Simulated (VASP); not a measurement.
# Al4Cu (Cmmm) in VASP: notebook

Runs on Al4Cu. Level: PBE. Tasks: single point, relaxation of cell and atoms.

Everything below comes from runs of VASP 6.6.1. Logs are shortened: lines on timing, memory, paths and dates and some standing lists are left out, and cuts for length are marked.

**1. The cell of the first run**

It takes space group Cmmm (No. 65, orthorhombic). Conventional cell: a = 7.932 Å, b = 8.155 Å, c = 2.700 Å, α = 90.00°, β = 90.00°, γ = 90.00°. Al (site symmetry 2mm) has 2 Cu at 2.50 Å and 6 Al at 2.70 to 2.82 Å within 3.3 Å. Al (site symmetry m2m) has 1 Cu at 2.45 Å and 7 Al at 2.70 to 3.25 Å within 3.3 Å. Cu (site symmetry mmm) has 6 Al at 2.45 to 2.50 Å and 2 Cu at 2.70 Å within 3.2 Å.

The cell was built from a structure type or drawn by symmetry, and may not be a known phase.

**2. Single point, PBE**

The input, INCAR:

```
PREC = Accurate
ENCUT = 520
EDIFF = 1E-6
ISMEAR = 0
SIGMA = 0.1
LREAL = False
LASPH = True
NELM = 60
ALGO = Fast
ISIF = 2
LWAVE = False
LCHARG = False
GGA = PE
NBANDS = 20
```

The input, KPOINTS:

```
regular mesh
0
Gamma
  8 8 14
```

The input, POSCAR:

```
Al4Cu
1.0
    4.0773508431     -3.9659884290      0.0000000000
    4.0773508431      3.9659884290      0.0000000000
    0.0000000000      0.0000000000      2.7000530366
Al Cu
4 1
Direct
    0.7351788305      0.2648211695      0.5000000000
    0.2648211695      0.7351788305      0.5000000000
    0.3010006760      0.3010006760      0.0000000000
    0.6989993240      0.6989993240      0.0000000000
    0.0000000000      0.0000000000      0.0000000000
```

Potentials or basis: VASP PAW PBE potentials, release 64 (Al, Cu).

Launch:

```bash
cat potpaw_PBE.64/Al/POTCAR potpaw_PBE.64/Cu/POTCAR > POTCAR
mpirun -np 1 vasp_std > vasp.out
```

OUTCAR:

```text
PREC = Accurate
   ENCUT = 520
   EDIFF = 1E-6
   ISMEAR = 0
   LREAL = False
   LASPH = True
   NELM = 60
   ISIF = 2
   GGA = PE

 ion  position               nearest neighbor table
   1  0.735  0.265  0.500-   5 2.50   5 2.50   3 2.82   3 2.82   4 2.82   4 2.82
   2  0.265  0.735  0.500-   5 2.50   5 2.50   3 2.82   3 2.82   4 2.82   4 2.82
   3  0.301  0.301  0.000-   5 2.45   2 2.82   1 2.82   1 2.82   2 2.82   4 3.25
   4  0.699  0.699  0.000-   5 2.45   2 2.82   1 2.82   1 2.82   2 2.82   3 3.25
   5  0.000  0.000  0.000-   3 2.45   4 2.45   1 2.50   2 2.50   1 2.50   2 2.50

  LATTYP: Found a base centered orthorhombic cell.
 ALAT       =     7.9319768580
 B/A-ratio  =     1.0280793593
 C/A-ratio  =     0.3404010230

  Lattice vectors:

 A1 = (  -4.0773508431,  -3.9659884290,   0.0000000000)
 A2 = (   4.0773508431,  -3.9659884290,   0.0000000000)
 A3 = (   0.0000000000,   0.0000000000,   2.7000530366)

Analysis of symmetry for initial positions (statically):
=====================================================================
 Subroutine PRICEL returns:
 Original cell was already a primitive cell.

 Routine SETGRP: Setting up the symmetry group for a
 base centered orthorhombic supercell.

 Subroutine GETGRP returns: Found  8 space group operations
 (whereof  8 operations were pure point group operations)
 out of a pool of  8 trial point group operations.

The static configuration has the point symmetry D_2h.

Analysis of symmetry for dynamics (positions and initial velocities):
=====================================================================
 Subroutine PRICEL returns:
 Original cell was already a primitive cell.

 Routine SETGRP: Setting up the symmetry group for a
 base centered orthorhombic supercell.

 Subroutine GETGRP returns: Found  8 space group operations
 (whereof  8 operations were pure point group operations)
 out of a pool of  8 trial point group operations.

The dynamic configuration has the point symmetry D_2h.

 Subroutine INISYM returns: Found  8 space group operations
 (whereof  8 operations are pure point group operations),
 and found     1 'primitive' translations

----------------------------------------------------------------------------------------

                                     Primitive cell

  volume of cell :      87.3236

  direct lattice vectors                    reciprocal lattice vectors
     4.077350843 -3.965988429  0.000000000     0.122628643 -0.126071976  0.000000000
     4.077350843  3.965988429  0.000000000     0.122628643  0.126071976  0.000000000
     0.000000000  0.000000000  2.700053037     0.000000000  0.000000000  0.370363095

  length of vectors
     5.688044841  5.688044841  2.700053037     0.175874749  0.175874749  0.370363095

  position of ions in fractional coordinates (direct lattice)
     0.735178830  0.264821170  0.500000000
     0.264821170  0.735178830  0.500000000
     0.301000676  0.301000676  0.000000000
     0.698999324  0.698999324  0.000000000
     0.000000000  0.000000000  0.000000000

  ion indices of the primitive-cell ions
   primitive index   ion index
                 1           1
                 2           2
                 3           3
                 4           4
                 5           5

----------------------------------------------------------------------------------------

 KPOINTS: regular mesh

Automatic generation of k-mesh.
 Grid dimensions read from file:
 generate k-points for:    8    8   14

 Generating k-lattice:

  Cartesian coordinates                     Fractional coordinates (reciprocal lattice)
     0.015328580 -0.015758997  0.000000000     0.125000000  0.000000000  0.000000000
     0.015328580  0.015758997  0.000000000     0.000000000  0.125000000  0.000000000
     0.000000000  0.000000000  0.026454507     0.000000000  0.000000000  0.071428571

  Length of vectors
     0.021984344  0.021984344  0.026454507

  Shift w.r.t. Gamma in fractional coordinates (k-lattice)
     0.000000000  0.000000000  0.000000000

 Subroutine IBZKPT returns following result:
 ===========================================

 Found    168 irreducible k-points:

 Following reciprocal coordinates:
            Coordinates               Weight
  0.000000  0.000000  0.000000      1.000000
  0.125000  0.000000  0.000000      4.000000
  0.250000  0.000000  0.000000      4.000000
  0.375000  0.000000  0.000000      4.000000
  0.500000  0.000000  0.000000      2.000000
  0.125000  0.125000  0.000000      2.000000
[... 16 lines left out ...]
  0.125000  0.000000  0.071429      8.000000
  0.250000  0.000000  0.071429      8.000000
 [... further k-points ...]
   k-points           NKPTS =    168   k-points in BZ     NKDIM =    168   number of bands    NBANDS=     20
   number of dos      NEDOS =    301   number of ions     NIONS =      5
   total plane-waves  NPLWV =  35280
   dimension x,y,z NGX =    42 NGY =   42 NGZ =   20
   dimension x,y,z NGXF=    84 NGYF=   84 NGZF=   40
   ions per type =               4   1
   NGX,Y,Z   is equivalent  to a cutoff of  12.28, 12.28, 12.31 a.u.
   NGXF,Y,Z  is equivalent  to a cutoff of  24.55, 24.55, 24.63 a.u.
 SYSTEM =  unknown system
   PREC   = accura    normal or accurate (medium, high low for compatibility)
   ISTART =      0    job   : 0-new  1-cont  2-samecut
   ICHARG =      2    charge: 1-file 2-atom 10-const
   ISPIN  =      1    spin polarized calculation?
   LNONCOLLINEAR =      F non collinear calculations
   LSORBIT =      F    spin-orbit coupling
   LASPH  =      T    aspherical Exc in radial PAW
   ENCUT  =  520.0 eV  38.22 Ry    6.18 a.u.  10.58 10.58  5.02*2*pi/ulx,y,z
   NELM   =     60;   NELMIN=  2; NELMDL= -5     # of ELM steps
   EDIFF  = 0.1E-05   stopping-criterion for ELM
   LREAL  =      F    real-space projection
   EDIFFG = 0.1E-04   stopping-criterion for IOM
   NSW    =      0    number of steps for IOM
   IBRION =     -1    ionic relax: 0-MD 1-quasi-New 2-CG
   NFREE  =      0    steps in history (QN), initial steepest desc. (CG)
   ISIF   =      2    stress and relaxation
   ISYM   =      2    0-nonsym 1-usesym 2-fastsym
   POTIM  = 0.5000    time-step for ionic-motion
   TEBEG  =    0.0;   TEEND  =   0.0 temperature during run
   PSTRESS=    0.0 pullay stress
   NELECT =      23.0000    total number of electrons
   NUPDOWN=      -1.0000    fix difference up-down
   EMIN   =  10.00;   EMAX   =-10.00  energy-range for DOS
   EFERMI =   0.00;   METHOD = LEGACY
   ISMEAR =     0;   SIGMA  =   0.10  broadening in eV -4-tet -1-fermi 0-gaus
   EFERMI_NEDOS =   21; number of points for ismear=-14 and -15
   IALGO  =     68    algorithm
   IMIX   =      4    mixing-type and parameters
     AMIX     =   0.40;   BMIX     =  1.00
     AMIX_MAG =   1.60;   BMIX_MAG =  1.00
  volume/ion in A,a.u.               =      17.46       117.86
  Fermi-wavevector in a.u.,A,eV,Ry     =   1.049398  1.983074 14.983223  1.101236
  Thomas-Fermi vector in A             =   2.184359
   LORBIT       =      0    0 simple, 1 ext, 2 COOP (PROOUT), +10 PAW based schemes
   GGA     = PE    functional components
   LHFCALC =     F    Hartree Fock is set to
   AEXX    =    0.0000 exact exchange contribution
   IVDW    =     0    specifies the selected vdW correction
   LEPSILON=     F    determine dielectric tensor
   LRPA    =     F    only Hartree local field effects (RPA)
 non-spin polarized calculation
 RMM-DIIS sequential band-by-band and
 Gauss-broadening in eV      SIGMA  =   0.10
  energy-cutoff  :      520.00
  volume of cell :       87.32
 maximum number of plane-waves:      2380
   NGX = 21   NGY = 21   NGZ = 11

 number of electron      22.9999983 magnetization

 Free energy of the ion-electron system (eV)
  ---------------------------------------------------
  ext. energy  EPLUGINS =         0.00000000
  ---------------------------------------------------
  free energy    TOTEN  =       -18.24028160 eV

  energy without entropy =      -18.22788207  energy(sigma->0) =      -18.23408184

 E-fermi :   6.6234     XC(G=0): -10.0359

 val. band max:        6.6083479631   @ k =   0.5000   0.0000   0.1429
 cond. band min:       6.6374397552   @ k =  -0.1250   0.1250   0.0714
 fundamental gap:      0.0290917921
 Fermi energy:         6.6233615198

 k-point     1 :       0.0000    0.0000    0.0000
  band No.  band energies     occupation
      1      -3.5416      2.00000
      2       0.2774      2.00000
      3       0.6417      2.00000
      4       0.7786      2.00000
      5       1.8565      2.00000
      6       1.9760      2.00000
[... 12 lines left out ...]
     19      15.8586      0.00000
     20      16.2063      0.00000

 k-point     2 :       0.1250    0.0000    0.0000
  band No.  band energies     occupation
      1      -3.4737      2.00000
      2      -0.2842      2.00000
      3       0.6044      2.00000
      4       1.1874      2.00000
      5       1.9714      2.00000
      6       2.1094      2.00000
[... 12 lines left out ...]
     19      15.4456      0.00000
     20      16.6633      0.00000

 k-point     3 :       0.2500    0.0000    0.0000
  band No.  band energies     occupation
      1      -3.2722      2.00000
      2      -1.0624      2.00000
      3       0.7000      2.00000
      4       1.4914      2.00000
      5       2.0014      2.00000
      6       2.3557      2.00000
[... 12 lines left out ...]
     19      15.6170      0.00000
     20      15.6299      0.00000

 k-point     4 :       0.3750    0.0000    0.0000
  band No.  band energies     occupation
      1      -2.9516      2.00000
      2      -1.7530      2.00000
      3       0.8168      2.00000
      4       1.7588      2.00000
      5       2.0369      2.00000
      6       2.4234      2.00000
[... 429 lines left out ...]
 k-point    23 :       0.1250    0.0000    0.0714
  band No.  band energies     occupation
      1      -3.3698      2.00000
      2      -0.1853      2.00000
      3       0.6957      2.00000
      4       1.2841      2.00000
      5       2.0074      2.00000
      6       2.1600      2.00000
[... 12 lines left out ...]
     19      15.4637      0.00000
     20      16.1840      0.00000

 k-point    24 :       0.2500    0.0000    0.0714
  band No.  band energies     occupation
      1      -3.1687      2.00000
      2      -0.9609      2.00000
      3       0.7878      2.00000
      4       1.5807      2.00000
      5       2.0389      2.00000
      6       2.3966      2.00000
[... 12 lines left out ...]
     19      15.1797      0.00000
     20      15.6259      0.00000

 [... further k-points ...]

------------------------ aborting loop because EDIFF is reached ----------------------------------------

  FORCE on cell =-STRESS in cart. coord.  units (eV):
  Direction    XX          YY          ZZ          XY          YZ          ZX
  --------------------------------------------------------------------------------------
  -------------------------------------------------------------------------------------
  Total        0.0225879      0.0384868     -0.0255734     -0.0000000      0.0000000      0.0000000
  in kB        0.4144336      0.7061394     -0.4692108     -0.0000000      0.0000000      0.0000000
  external PRESSURE =       0.2171208 kB  Pullay stress =       0.0000000 kB

 VOLUME and BASIS-vectors are now :
 -----------------------------------------------------------------------------
  energy-cutoff  :      520.00
  volume of cell :       87.32
      direct lattice vectors                 reciprocal lattice vectors
     4.077350843 -3.965988429  0.000000000     0.122628643 -0.126071976  0.000000000
     4.077350843  3.965988429  0.000000000     0.122628643  0.126071976  0.000000000
     0.000000000  0.000000000  2.700053037     0.000000000  0.000000000  0.370363095

 POSITION                                       TOTAL-FORCE (eV/Angst)
 -----------------------------------------------------------------------------------
      4.07735     -1.86543      1.35003        -0.000000      0.018197      0.000000
      4.07735      1.86543      1.35003        -0.000000     -0.018197     -0.000000
      2.45457      0.00000      0.00000         0.013343     -0.000000      0.000000
      5.70013      0.00000      0.00000        -0.013343     -0.000000      0.000000
      0.00000      0.00000      0.00000         0.000000     -0.000000      0.000000
 -----------------------------------------------------------------------------------
    total drift:                               -0.000000      0.000000      0.000000

  FREE ENERGIE OF THE ION-ELECTRON SYSTEM (eV)
  ---------------------------------------------------
  free  energy   TOTEN  =       -18.2402816019 eV

  energy  without entropy=      -18.2278820732  energy(sigma->0) =      -18.23408184
```

It took 2.1 min on 1 thread of Intel Xeon 6975P-C (Granite Rapids), shared host; peak memory 0.38 GiB.

Results:

```
Free energy            : -18.2403 eV
Pressure               : 0.0 GPa
Largest force          : 0.018 eV/Å
Band gap on the k mesh : zero (an odd number of electrons rules out a gap without spin polarisation)
```

Forces on the atoms (eV/Å):
```
Al   0.000  0.018  0.000
Al   0.000 -0.018  0.000
Al   0.013  0.000  0.000
Al  -0.013  0.000  0.000
Cu   0.000  0.000  0.000
```

Levels at points of the mesh, in eV from the Fermi level:
| k point | band 9 | band 10 | band 11 | band 12 | band 13 | band 14 | band 15 | band 16 |
| --- | --- | --- | --- | --- | --- | --- | --- | --- |
| (0.00, 0.00, 0.00) | -3.20 | -2.77 | -1.63 | -1.51 | -0.52 | 1.18 | 7.08 | 7.20 |
| (0.50, 0.00, 0.00) | -3.38 | -3.20 | -3.15 | -0.44 | 1.39 | 3.86 | 4.20 | 4.93 |
| (0.50, 0.50, 0.00) | -3.20 | -0.18 | 0.15 | 0.24 | 1.37 | 2.27 | 2.37 | 2.57 |
| (0.00, 0.00, 0.50) | -1.13 | -1.10 | -0.46 | -0.25 | 0.21 | 0.93 | 1.17 | 3.02 |
| (0.50, 0.00, 0.50) | -2.11 | -0.59 | -0.04 | 0.05 | 0.74 | 0.95 | 1.63 | 1.68 |
| (0.50, 0.50, 0.50) | -2.66 | -2.13 | -2.02 | -1.25 | -1.19 | 4.54 | 4.66 | 4.71 |

**3. Relaxation of cell and atoms, PBE**

This run uses another cell than the first one, of 17.51 Å³/atom.

The input, INCAR:

```
SYSTEM = Al4Cu
ALGO = Fast
EDIFF = 1E-6
EDIFFG = -0.01
ENCUT = 600
GGA = PE
IBRION = 2
ISIF = 3
ISMEAR = 0
LASPH = .True.
LCHARG = .False.
LREAL = .False.
LWAVE = .False.
NELM = 100
NSW = 100
PREC = Accurate
SIGMA = 0.1
```

The input, KPOINTS:

```
k-points
0
Gamma
  8 8 14
  0 0 0
```

The input, POSCAR:

```
Al4Cu
1.0
    3.9668294765     -3.9696172678      0.0000000000
    3.9668294765      3.9696172678      0.0000000000
    0.0000000000      0.0000000000      2.7803093526
Al Cu
4 1
Direct
    0.7391729822      0.2608270178      0.5000000000
    0.2608270178      0.7391729822      0.5000000000
    0.3093639742      0.3093639742      0.0000000000
    0.6906360258      0.6906360258      0.0000000000
    0.0000000000      0.0000000000      0.0000000000
```

Potentials or basis: VASP PAW PBE potentials, release 64 (Al, Cu).

Launch:

```bash
cat potpaw_PBE.64/Al/POTCAR potpaw_PBE.64/Cu/POTCAR > POTCAR
mpirun -np 1 vasp_std > vasp.out
```

It took 15 min on 1 thread of Intel Xeon 6975P-C (Granite Rapids), shared host; peak memory 0.44 GiB.

It converged, with:

```yaml
Free_energy: -18.2407 eV
Relaxed_volume: 17.49 Å³/atom
Relaxed_cell: a = 5.694 Å, b = 5.694 Å, c = 2.698 Å, α = 90.00°, β = 90.00°, γ = 88.49°
Space_group_after_relaxing_to_0.1_Å: Cmmm (No. 65)
Energy_gained_by_relaxing: 9.6 meV/atom
Ionic_steps: 15
Pressure_after_relaxing: 0.0 GPa
Largest_force_after_relaxing: 0.003 eV/Å
Band_gap_on_the_k_mesh: zero (an odd number of electrons rules out a gap without spin polarisation)
```

Forces in eV/Å, atoms in the order of the input:
```
Al   0.000  0.003  0.000
Al   0.000 -0.003  0.000
Al  -0.001  0.000  0.000
Al   0.001  0.000  0.000
Cu   0.000  0.000  0.000
```

The path:
```tsv
step	energy change (eV)	largest force (eV/Å)	pressure (GPa)	volume (Å³)
1	0.0000	0.2256	-0.50	87.56
2	-0.0251	0.1634	0.25	86.86
3	-0.0333	0.1353	1.00	86.20
4	-0.0397	0.1523	0.03	87.46
5	-0.0398	0.1507	0.11	87.34
6	-0.0423	0.0842	-0.04	87.61
7	-0.0429	0.0622	-0.32	87.86
8	-0.0449	0.0728	-0.06	87.53
9	-0.0455	0.0788	0.06	87.35
10	-0.0457	0.0916	0.43	86.98
11	-0.0458	0.0864	0.24	87.14
12	-0.0473	0.0439	0.06	87.36
13	-0.0475	0.0052	-0.09	87.57
14	-0.0476	0.0155	-0.05	87.52
15	-0.0478	0.0034	-0.02	87.46
```

Final structure:
```xyz
5
Lattice="4.0791 -3.9730 0.0000 4.0791 3.9730 0.0000 0.0000 0.0000 2.6984" Properties=species:S:1:pos:R:3 pbc="T T T"
Al    4.0791   -1.8683    1.3492
Al    4.0791    1.8683    1.3492
Al    2.4587    0.0000    0.0000
Al    5.6994    0.0000    0.0000
Cu    4.0791   -3.9730    0.0000
```

Levels at points of the mesh, in eV from the Fermi level:
```
           k point  band 9  band 10  band 11  band 12  band 13  band 14  band 15
(0.00, 0.00, 0.00)   -3.19    -2.77    -1.62    -1.53    -0.53     1.17     7.06
(0.50, 0.00, 0.00)   -3.37    -3.19    -3.15    -0.45     1.38     3.84     4.19
(0.50, 0.50, 0.00)   -3.19    -0.20     0.13     0.24     1.35     2.27     2.34
(0.00, 0.00, 0.50)   -1.12    -1.10    -0.45    -0.24     0.20     0.94     1.18
(0.50, 0.00, 0.50)   -2.10    -0.59    -0.03     0.04     0.75     0.95     1.68
(0.50, 0.50, 0.50)   -2.64    -2.11    -2.01    -1.24    -1.19     4.53     4.70
```
